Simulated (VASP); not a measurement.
# Mg2Ti3O3 (P6/mmm) in VASP: single point with PBE

Aim: the single point of Mg2Ti3O3 with PBE.

Program: VASP 6.6.1. These are calculated values, not measurements. Logs are shortened: lines on timing, memory, paths and dates and some standing lists are left out, and cuts for length are marked.

### 1 The cell of the first run

The structure is hexagonal, space group P6/mmm (No. 191). The conventional cell has a = 4.531 Å, b = 4.531 Å, c = 7.042 Å, α = 90.00°, β = 90.00°, γ = 120.00°. Mg (site symmetry -6m2) has 9 Ti at 2.62 to 3.56 Å and 3 Mg at 2.62 Å within 3.6 Å. Ti (site symmetry 6mm) has 2 Ti at 2.21 to 2.42 Å and 6 O at 2.52 Å within 2.9 Å. Ti (site symmetry 6/mmm) has 2 Ti at 2.42 Å and 6 Mg at 2.62 Å within 3.2 Å. O (site symmetry mmm) has 4 O at 2.27 Å and 4 Ti at 2.52 Å within 3.0 Å.

The cell was built from a structure type or drawn by symmetry, and may not be a known phase.

### 2 Single point, PBE, collinear spin

INCAR reads:

```
PREC = Accurate
ENCUT = 520
EDIFF = 1E-6
ISMEAR = 0
SIGMA = 0.2
LREAL = F
LASPH = T
NELM = 150
ALGO = Normal
ISIF = 2
LWAVE = F
LCHARG = F
ISPIN = 2
MAGMOM = 0 0 1 1 1 0 0 0
LORBIT = 11
LMAXMIX = 4
GGA = PE
NBANDS = 43
```

KPOINTS reads:

```
Automatic mesh
0
Gamma
  5 5 2
```

POSCAR reads:

```
Mg2Ti3O3
1.0
    4.5312986449     -0.0000000032      0.0000000000
   -2.2656493196      3.9242197402      0.0000000000
    0.0000000000      0.0000000000      7.0417634688
Mg Ti O
2 3 3
Direct
    0.3333333333      0.6666666667      0.0000000000
    0.6666666667      0.3333333333      0.0000000000
    0.0000000000      0.0000000000      0.6566958167
    0.0000000000      0.0000000000      0.3433041833
    0.0000000000      0.0000000000      0.0000000000
    0.5000000000      0.0000000000      0.5000000000
    0.0000000000      0.5000000000      0.5000000000
    0.5000000000      0.5000000000      0.5000000000
```

Potentials or basis: VASP PAW PBE potentials, release 64 (Mg, Ti_sv, O).

On the command line:

```bash
$ cat potpaw_PBE.64/Mg/POTCAR potpaw_PBE.64/Ti_sv/POTCAR potpaw_PBE.64/O/POTCAR > POTCAR
$ mpirun -np 1 vasp_std > vasp.out
```

OUTCAR:

```text
PREC = Accurate
   ENCUT = 520
   EDIFF = 1E-6
   ISMEAR = 0
   LREAL = F
   LASPH = T
   NELM = 150
   ISIF = 2
   ISPIN = 2
   LORBIT = 11
   GGA = PE

 ion  position               nearest neighbor table
   1  0.333  0.667  0.000-   5 2.62   2 2.62   2 2.62   5 2.62   5 2.62   2 2.62
   2  0.667  0.333  0.000-   5 2.62   1 2.62   1 2.62   5 2.62   5 2.62   1 2.62
   3  0.000  0.000  0.657-   4 2.21   5 2.42
   4  0.000  0.000  0.343-   3 2.21   5 2.42
   5  0.000  0.000  0.000-   3 2.42   4 2.42   1 2.62   2 2.62   1 2.62   2 2.62   2 2.62   1 2.62

   6  0.500  0.000  0.500-
   7  0.000  0.500  0.500-
   8  0.500  0.500  0.500-

  LATTYP: Found a hexagonal cell.
 ALAT       =     4.5312986449
 C/A-ratio  =     1.5540276686

  Lattice vectors:

 A1 = (   4.5312986449,  -0.0000000032,   0.0000000000)
 A2 = (  -2.2656493196,   3.9242197402,   0.0000000000)
 A3 = (   0.0000000000,   0.0000000000,   7.0417634688)

Analysis of symmetry for initial positions (statically):
=====================================================================
 Subroutine PRICEL returns:
 Original cell was already a primitive cell.

 Routine SETGRP: Setting up the symmetry group for a
 hexagonal supercell.

 Subroutine GETGRP returns: Found 24 space group operations
 (whereof 24 operations were pure point group operations)
 out of a pool of 24 trial point group operations.

The static configuration has the point symmetry D_6h.

Analysis of symmetry for dynamics (positions and initial velocities):
=====================================================================
 Subroutine PRICEL returns:
 Original cell was already a primitive cell.

 Routine SETGRP: Setting up the symmetry group for a
 hexagonal supercell.

 Subroutine GETGRP returns: Found 24 space group operations
 (whereof 24 operations were pure point group operations)
 out of a pool of 24 trial point group operations.

The dynamic configuration has the point symmetry D_6h.

Analysis of structural, dynamic, and magnetic symmetry:
=====================================================================
 Subroutine PRICEL returns:
 Original cell was already a primitive cell.

 Routine SETGRP: Setting up the symmetry group for a
 hexagonal supercell.

 Subroutine GETGRP returns: Found 24 space group operations
 (whereof 24 operations were pure point group operations)
 out of a pool of 24 trial point group operations.

The overall configuration has the point symmetry D_6h.

 Subroutine INISYM returns: Found 24 space group operations
 (whereof 24 operations are pure point group operations),
 and found     1 'primitive' translations

----------------------------------------------------------------------------------------

                                     Primitive cell

  volume of cell :     125.2153

  direct lattice vectors                    reciprocal lattice vectors
     4.531298645 -0.000000003  0.000000000     0.220687286  0.127413864  0.000000000
    -2.265649320  3.924219740  0.000000000     0.000000000  0.254827728  0.000000000
     0.000000000  0.000000000  7.041763469     0.000000000  0.000000000  0.142009882

  length of vectors
     4.531298645  4.531298645  7.041763469     0.254827728  0.254827728  0.142009882

  position of ions in fractional coordinates (direct lattice)
     0.333333333  0.666666667  0.000000000
     0.666666667  0.333333333  0.000000000
     0.000000000  0.000000000  0.656695817
     0.000000000  0.000000000  0.343304183
     0.000000000  0.000000000  0.000000000
     0.500000000  0.000000000  0.500000000
     1.000000000  0.500000000  0.500000000
     0.500000000  0.500000000  0.500000000

  ion indices of the primitive-cell ions
   primitive index   ion index
                 1           1
                 2           2
                 3           3
                 4           4
                 5           5
                 6           6
                 7           7
                 8           8

----------------------------------------------------------------------------------------

 KPOINTS: Automatic mesh

Automatic generation of k-mesh.
 Grid dimensions read from file:
 generate k-points for:    5    5    2

 Generating k-lattice:

  Cartesian coordinates                     Fractional coordinates (reciprocal lattice)
     0.044137457  0.025482773  0.000000000     0.200000000 -0.000000000  0.000000000
     0.000000000  0.050965546  0.000000000     0.000000000  0.200000000  0.000000000
     0.000000000  0.000000000  0.071004941     0.000000000  0.000000000  0.500000000

  Length of vectors
     0.050965546  0.050965546  0.071004941

  Shift w.r.t. Gamma in fractional coordinates (k-lattice)
     0.000000000  0.000000000  0.000000000

 Subroutine IBZKPT returns following result:
 ===========================================

 Found     10 irreducible k-points:

 Following reciprocal coordinates:
            Coordinates               Weight
  0.000000  0.000000  0.000000      1.000000
  0.200000  0.000000  0.000000      6.000000
  0.400000  0.000000  0.000000      6.000000
  0.200000  0.200000  0.000000      6.000000
  0.400000  0.200000  0.000000      6.000000
  0.000000  0.000000  0.500000      1.000000
  0.200000  0.000000  0.500000      6.000000
  0.400000  0.000000  0.500000      6.000000
  0.200000  0.200000  0.500000      6.000000
  0.400000  0.200000  0.500000      6.000000
   k-points           NKPTS =     10   k-points in BZ     NKDIM =     10   number of bands    NBANDS=     43
   number of dos      NEDOS =    301   number of ions     NIONS =      8
   total plane-waves  NPLWV =  69984
   dimension x,y,z NGX =    36 NGY =   36 NGZ =   54
   dimension x,y,z NGXF=    72 NGYF=   72 NGZF=  108
   ions per type =               2   3   3
   NGX,Y,Z   is equivalent  to a cutoff of  13.21, 13.21, 12.75 a.u.
   NGXF,Y,Z  is equivalent  to a cutoff of  26.42, 26.42, 25.50 a.u.
 SYSTEM =  unknown system
   PREC   = accura    normal or accurate (medium, high low for compatibility)
   ISTART =      0    job   : 0-new  1-cont  2-samecut
   ICHARG =      2    charge: 1-file 2-atom 10-const
   ISPIN  =      2    spin polarized calculation?
   LNONCOLLINEAR =      F non collinear calculations
   LSORBIT =      F    spin-orbit coupling
   LASPH  =      T    aspherical Exc in radial PAW
   ENCUT  =  520.0 eV  38.22 Ry    6.18 a.u.   8.43  8.43 13.09*2*pi/ulx,y,z
   NELM   =    150;   NELMIN=  2; NELMDL= -5     # of ELM steps
   EDIFF  = 0.1E-05   stopping-criterion for ELM
   LREAL  =      F    real-space projection
   EDIFFG = 0.1E-04   stopping-criterion for IOM
   NSW    =      0    number of steps for IOM
   IBRION =     -1    ionic relax: 0-MD 1-quasi-New 2-CG
   NFREE  =      0    steps in history (QN), initial steepest desc. (CG)
   ISIF   =      2    stress and relaxation
   ISYM   =      2    0-nonsym 1-usesym 2-fastsym
   POTIM  = 0.5000    time-step for ionic-motion
   TEBEG  =    0.0;   TEEND  =   0.0 temperature during run
   PSTRESS=    0.0 pullay stress
   NELECT =      58.0000    total number of electrons
   NUPDOWN=      -1.0000    fix difference up-down
   EMIN   =  10.00;   EMAX   =-10.00  energy-range for DOS
   EFERMI =   0.00;   METHOD = LEGACY
   ISMEAR =     0;   SIGMA  =   0.20  broadening in eV -4-tet -1-fermi 0-gaus
   EFERMI_NEDOS =   21; number of points for ismear=-14 and -15
   IALGO  =     38    algorithm
   IMIX   =      4    mixing-type and parameters
     AMIX     =   0.40;   BMIX     =  1.00
     AMIX_MAG =   1.60;   BMIX_MAG =  1.00
  volume/ion in A,a.u.               =      15.65       105.62
  Fermi-wavevector in a.u.,A,eV,Ry     =   1.266674  2.393668 21.830061  1.604464
  Thomas-Fermi vector in A             =   2.399863
   LORBIT       =     11    0 simple, 1 ext, 2 COOP (PROOUT), +10 PAW based schemes
   GGA     = PE    functional components
   LHFCALC =     F    Hartree Fock is set to
   AEXX    =    0.0000 exact exchange contribution
   IVDW    =     0    specifies the selected vdW correction
   LEPSILON=     F    determine dielectric tensor
   LRPA    =     F    only Hartree local field effects (RPA)
 spin polarized calculation
 Gauss-broadening in eV      SIGMA  =   0.20
  energy-cutoff  :      520.00
  volume of cell :      125.22
 maximum number of plane-waves:      3397
 NGX is ok and might be reduce to    36
   NGX = 17   NGY = 17   NGZ = 27

 number of electron      58.0000014 magnetization       0.4848772

 Free energy of the ion-electron system (eV)
  ---------------------------------------------------
  ext. energy  EPLUGINS =         0.00000000
  ---------------------------------------------------
  free energy    TOTEN  =       -38.34195341 eV

  energy without entropy =      -38.20041201  energy(sigma->0) =      -38.27118271

 E-fermi :   4.4158     XC(G=0): -10.0672

 val. band max:        4.4066939052   @ k =   0.2000   0.2000   0.0000
 cond. band min:       4.4264424105   @ k =   0.4000   0.0000   0.5000
 fundamental gap:      0.0197485053
 Fermi energy:         4.4158407105

 spin component 1

 k-point     1 :       0.0000    0.0000    0.0000
  band No.  band energies     occupation
      1     -53.0529      1.00000
      2     -52.7193      1.00000
      3     -51.6005      1.00000
      4     -29.7095      1.00000
      5     -29.3672      1.00000
      6     -29.3672      1.00000
[... 33 lines left out ...]
     40       8.1177      0.00000
     41       8.1177      0.00000

 k-point     2 :       0.2000    0.0000    0.0000
  band No.  band energies     occupation
      1     -53.0529      1.00000
      2     -52.7193      1.00000
      3     -51.6004      1.00000
      4     -29.7089      1.00000
      5     -29.3701      1.00000
      6     -29.3681      1.00000
[... 341 lines left out ...]
     40       7.0397      0.00000
     41       7.2039      0.00000

 k-point    10 :       0.4000    0.2000    0.5000
  band No.  band energies     occupation
      1     -53.0468      1.00000
      2     -52.7277      1.00000
      3     -51.5974      1.00000
      4     -29.8589      1.00000
      5     -29.3710      1.00000
      6     -29.3677      1.00000
[... 33 lines left out ...]
     40       6.9353      0.00000
     41       7.0758      0.00000
 Fermi energy:         4.4158407105

 spin component 2

 k-point     1 :       0.0000    0.0000    0.0000
  band No.  band energies     occupation
      1     -53.0052      1.00000
      2     -52.6725      1.00000
      3     -51.3499      1.00000
      4     -29.6517      1.00000
      5     -29.3269      1.00000
      6     -29.3269      1.00000
[... 33 lines left out ...]
     40       8.2233      0.00000
     41       8.2233      0.00000

 k-point     2 :       0.2000    0.0000    0.0000
  band No.  band energies     occupation
      1     -53.0051      1.00000
      2     -52.6725      1.00000
      3     -51.3498      1.00000
      4     -29.6511      1.00000
      5     -29.3299      1.00000
      6     -29.3278      1.00000
[... 341 lines left out ...]
     40       7.1422      0.00000
     41       7.2682      0.00000

 k-point    10 :       0.4000    0.2000    0.5000
  band No.  band energies     occupation
      1     -53.0001      1.00000
      2     -52.6792      1.00000
      3     -51.3475      1.00000
      4     -29.7776      1.00000
      5     -29.3313      1.00000
      6     -29.3279      1.00000
[... 33 lines left out ...]
     40       7.0252      0.00000
     41       7.1495      0.00000
 [bands above 41 left out]

------------------------ aborting loop because EDIFF is reached ----------------------------------------

  FORCE on cell =-STRESS in cart. coord.  units (eV):
  Direction    XX          YY          ZZ          XY          YZ          ZX
  --------------------------------------------------------------------------------------
  -------------------------------------------------------------------------------------
  Total        0.1096036      0.1096036      0.2435129      0.0000000     -0.0000000      0.0000000
  in kB        1.4024202      1.4024202      3.1158395      0.0000000     -0.0000000      0.0000000
  external PRESSURE =       1.9735599 kB  Pullay stress =       0.0000000 kB

 VOLUME and BASIS-vectors are now :
 -----------------------------------------------------------------------------
  energy-cutoff  :      520.00
  volume of cell :      125.22
      direct lattice vectors                 reciprocal lattice vectors
     4.531298645 -0.000000003  0.000000000     0.220687286  0.127413864  0.000000000
    -2.265649320  3.924219740  0.000000000     0.000000000  0.254827728  0.000000000
     0.000000000  0.000000000  7.041763469     0.000000000  0.000000000  0.142009882

 POSITION                                       TOTAL-FORCE (eV/Angst)
 -----------------------------------------------------------------------------------
      0.00000      2.61615      0.00000         0.000000     -0.000000      0.000000
      2.26565      1.30807      0.00000         0.000000      0.000000      0.000000
      0.00000      0.00000      4.62430        -0.000000     -0.000000      0.083146
      0.00000      0.00000      2.41747         0.000000      0.000000     -0.083146
      0.00000      0.00000      0.00000         0.000000     -0.000000      0.000000
      2.26565     -0.00000      3.52088         0.000000     -0.000000      0.000000
     -1.13282      1.96211      3.52088         0.000000     -0.000000      0.000000
      1.13282      1.96211      3.52088         0.000000     -0.000000      0.000000
 -----------------------------------------------------------------------------------
    total drift:                                0.000000     -0.000000      0.000000

  FREE ENERGIE OF THE ION-ELECTRON SYSTEM (eV)
  ---------------------------------------------------
  free  energy   TOTEN  =       -38.3419534125 eV

  energy  without entropy=      -38.2004120106  energy(sigma->0) =      -38.27118271

 total charge

# of ion       s       p       d       tot
------------------------------------------
    1        0.278   0.190   0.020   0.489
    2        0.278   0.190   0.020   0.489
    3        2.156   6.037   1.995  10.188
    4        2.156   6.037   1.995  10.188
    5        2.286   6.095   2.241  10.622
    6        1.610   3.142   0.000   4.752
    7        1.610   3.142   0.000   4.752
    8        1.610   3.142   0.000   4.752
--------------------------------------------------
tot         11.987  27.974   6.271  46.232

 magnetization (x)

# of ion       s       p       d       tot
------------------------------------------
    1        0.000  -0.000   0.001   0.001
    2        0.000  -0.000   0.001   0.001
    3        0.005   0.008   0.045   0.057
    4        0.005   0.008   0.045   0.057
    5        0.012   0.004   0.276   0.293
    6        0.000  -0.007   0.000  -0.007
    7        0.000  -0.007   0.000  -0.007
    8        0.000  -0.007   0.000  -0.007
--------------------------------------------------
tot          0.022  -0.003   0.368   0.387
```

It took 3 min on 1 thread of Intel Xeon Platinum 8259CL at 2.50GHz (Skylake/Cascade Lake), shared host; peak memory 0.34 GiB.

Results:

- Free energy: -38.3420 eV
- Pressure: 0.2 GPa
- Largest force: 0.083 eV/Å
- Net moment: 0.48 μB per cell
- Site moments: Mg +0.00; Ti +0.06, +0.29 (each value once); O -0.01 μB
- Valence electrons inside the program's atomic spheres: Mg 0.49; Ti 10.19, 10.62 (each value once); O 4.75

Forces in eV/Å, atoms in the order of the input:
```
Mg   0.000  0.000  0.000
Mg   0.000  0.000  0.000
Ti   0.000  0.000  0.083
Ti   0.000  0.000 -0.083
Ti   0.000  0.000  0.000
O    0.000  0.000  0.000
O    0.000  0.000  0.000
O    0.000  0.000  0.000
```

Caveat: the k points lie up to 0.45 Å⁻¹ apart.
